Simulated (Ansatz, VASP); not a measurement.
**Two plane-wave programs on MgO**

Contents of INCAR:

```
ALGO     = Normal         # electronic algorithm
EDIFF    = 1E-6           # SCF threshold, eV
ENCUT    = 520            # plane-wave cutoff, eV
GGA      = PE             # functional
ISIF     = 2              # what is computed and relaxed
ISMEAR   = 0              # smearing method
LASPH    = True           # aspherical terms in the spheres
LCHARG   = True           # write CHGCAR
LELF     = True           # ELF
LREAL    = False          # projectors in reciprocal space
LVHAR    = True         
LWAVE    = False          # write WAVECAR
NBANDS   = 16             # bands
NELM     = 100            # most SCF steps
PREC     = Accurate       # precision mode
SIGMA    = 0.05           # smearing width, eV
```

The input KPOINTS:

```
k-points
0
Gamma
  9 9 6
```

POSCAR

```
MgO
1.0
    3.4861000000      0.0000000000      0.0000000000
   -1.7430500000      3.0190511601      0.0000000000
    0.0000000000      0.0000000000      4.3242000000
Mg O
2 2
Direct
    0.6666666667      0.3333333333      0.7500000000
    0.3333333333      0.6666666667      0.2500000000
    0.6666666667      0.3333333333      0.2500000000
    0.3333333333      0.6666666667      0.7500000000
```

Input for Ansatz:

```yaml
crystal:
  lattice:
    - [3.4861, 0.0, 0.0]
    - [-1.74305, 3.0190511601, 0.0]
    - [0.0, 0.0, 4.3242]
  atoms:
    - { symbol: Mg, position: [0.6666666667, 0.3333333333, 0.75] }
    - { symbol: Mg, position: [0.3333333333, 0.6666666667, 0.25] }
    - { symbol: O, position: [0.6666666667, 0.3333333333, 0.25] }
    - { symbol: O, position: [0.3333333333, 0.6666666667, 0.75] }
basis:
  ecutwfc: 520.0
kpoints:
  mp_grid: { grid: [9, 9, 6] }
hamiltonian:
  xc: pbe
  pseudopotentials: { kind: paw, azcp: { folder: soft_1 } }
scf:
  occupations: { method: gaussian, width: 0.05 }
output:
  forces: true
  stress: true
  eigenvalues: true
```

Alike in both runs: task single point; functional PBE; k mesh 9 × 9 × 6; occupations gaussian, width 0.05 eV; no spin polarisation.

```csv
,VASP,Ansatz
version,VASP 6.6.1,Ansatz 0.2.0
potentials or method,"VASP PAW PBE potentials, release 64 (Mg, O), cutoff 520 eV","scalar-relativistic, plane waves, PAW"
valence electrons in the cell,16,32
```

```tsv
	VASP	Ansatz	Ansatz less VASP
gap on the k mesh at the Fermi level (eV)	3.22	3.24	+0.021
least direct gap on the mesh (eV)	3.22	3.24	+0.021
pressure (GPa)	-0.4	0.1	+0.56
traceless stress, the component that is largest in VASP (GPa)	-3.00	-2.87	+0.124
```

VASP's potentials hold 16 valence electrons a cell and Ansatz's 32, so a difference there can come from the potentials and not from the codes.
